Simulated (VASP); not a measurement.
Write the native input for VASP 6.6.1 that does the following.

- Task: single point
- Functional: PBE
- Potentials or basis: VASP PAW PBE potentials, release 64 (Cd, Se, S)
- Cutoff: 520 eV
- k mesh: 4 × 4 × 2
- Occupations: gaussian, width 0.1 eV
- Spin: no spin polarisation
- Dipole correction: no
- Further INCAR settings: ALGO = Normal; EDIFF = 1e-06; NBANDS = 36

The structure of Cd3SeS2 lies in POSCAR:

```
Cd3SeS2
1.0
    3.3981807923      0.0000000000      0.0000000000
    0.0000000000      3.3981807923      0.0000000000
    0.0000000000      0.0000000000     10.8283851659
Cd Se S
3 1 2
Direct
    0.5000000000      0.5000000000      0.1974736056
    0.5000000000      0.5000000000      0.5000000000
    0.5000000000      0.5000000000      0.8025263944
    0.0000000000      0.0000000000      0.0000000000
    0.0000000000      0.0000000000      0.3366052653
    0.0000000000      0.0000000000      0.6633947347
```

One way to write it, as run:

INCAR

```
SYSTEM = Cd3SeS2
PREC = Accurate
ENCUT = 520
EDIFF = 1E-6
ISMEAR = 0
SIGMA = 0.1
LREAL = .FALSE.
LASPH = .TRUE.
NELM = 80
ALGO = Normal
ISIF = 2
LWAVE = .FALSE.
LCHARG = .TRUE.
GGA = PE
LELF = .TRUE.
LVHAR = .TRUE.
NBANDS = 36
```

KPOINTS

```
regular mesh
0
G
  4 4 2
  0 0 0
```

Potentials or basis: VASP PAW PBE potentials, release 64 (Cd, Se, S).

Command:

```sh
$ cat potpaw_PBE.64/Cd/POTCAR potpaw_PBE.64/Se/POTCAR potpaw_PBE.64/S/POTCAR > POTCAR
$ mpirun -np 1 vasp_std > vasp.out
```

It gave:

```
Pressure               : 0.2 GPa
Largest force          : 0.024 eV/Å
Band gap on the k mesh : zero (band 27 reaches 3.81 eV, above the bottom of band 28 at 2.84 eV)
```

Caveat: the k points lie up to 0.46 Å⁻¹ apart.

Run time: 42 s on 1 thread of Intel(R) Xeon(R) 6975P-C (Granite Rapids), with other jobs on the host, peak memory 0.26 GiB.
